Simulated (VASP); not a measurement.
A run of VASP 6.6.1 is set up as follows.

Contents of INCAR:

```
SYSTEM = B6P7
PREC = Accurate ; ENCUT = 420
EDIFF = 1E-6 ; ISMEAR = -1
SIGMA = 0.05 ; LREAL = Auto
LASPH = .True. ; NELM = 120
ALGO = Normal ; ISIF = 2
LWAVE = .False. ; LCHARG = .False.
GGA = PE ; ISYM = -1
NBANDS = 72 ; GGA_COMPAT = .False.
```

File KPOINTS:

```
explicit points
1
Reciprocal
  0.25000000   0.25000000   0.25000000 1
```

The input POSCAR:

```
B6P7
1.0
    7.0133910000      0.4643600000      0.0424130000
    0.4643600000      7.2659330000      0.0942560000
    0.0424130000      0.0942560000      7.1824730000
P B
14 12
Direct
    1.0030535620      0.1015636657      0.2019209128
    0.8903923556      0.4190342717      0.1800040591
    0.5936674647      0.2234758505      0.6631622342
    0.1442082766      0.1468540596     -0.0729535888
    0.7412599624      0.4250790489      0.8824969743
    0.4503306222      0.8367083826      0.6035734965
    0.3261997300      0.8886505439      0.2856431545
    0.1216870297      0.6832252268      0.3843117560
    0.7916892255      0.9764215019      0.7354542787
    0.3127225540      0.3630394808      0.0380411940
    0.3040043148      0.2775099709      0.5095452896
    0.2012424213      0.6122146361      0.8947074082
    0.6041710993      0.4890505903      0.3459863112
    0.8139368063      0.8115658377      0.4638251405
    0.5732784373      0.8633405766      0.8409293724
    0.5219469127      0.7012173684      0.1902936108
    0.5287792305      0.6340193213      0.8335720526
    0.5549525796      0.2499090882      0.9315961738
    0.6057022853      0.8816253006      0.0934977235
    0.4587845817      0.2917026515      0.2687454369
    0.0641104645      0.5950313152      0.1337208802
    0.7877246580      0.9574963056      0.2222900751
    0.5633447698      0.0961633357      0.1526997577
    0.4316096860      0.0337224204      0.9663350768
    0.2384632839      0.5274826003      0.5907842127
    0.4688993944      0.5584135603      0.6028407961
```

Potentials or basis: VASP PAW PBE potentials, release 64 (P, B).

Command:

```bash
$ cat potpaw_PBE.64/P/POTCAR potpaw_PBE.64/B/POTCAR > POTCAR
$ mpirun -np 1 vasp_std > vasp.out
```

Task: Estimate the pressure.

Result: -0.1 GPa.

Task: Predict the largest force.

Result: 1.953 eV/Å.

Stress tensor (GPa, compression positive):
```
-3.04  1.16 -1.06
 1.16  5.30 -1.49
-1.06 -1.49 -2.71
```

Caveat: the atoms stand as in a frame of molecular dynamics.
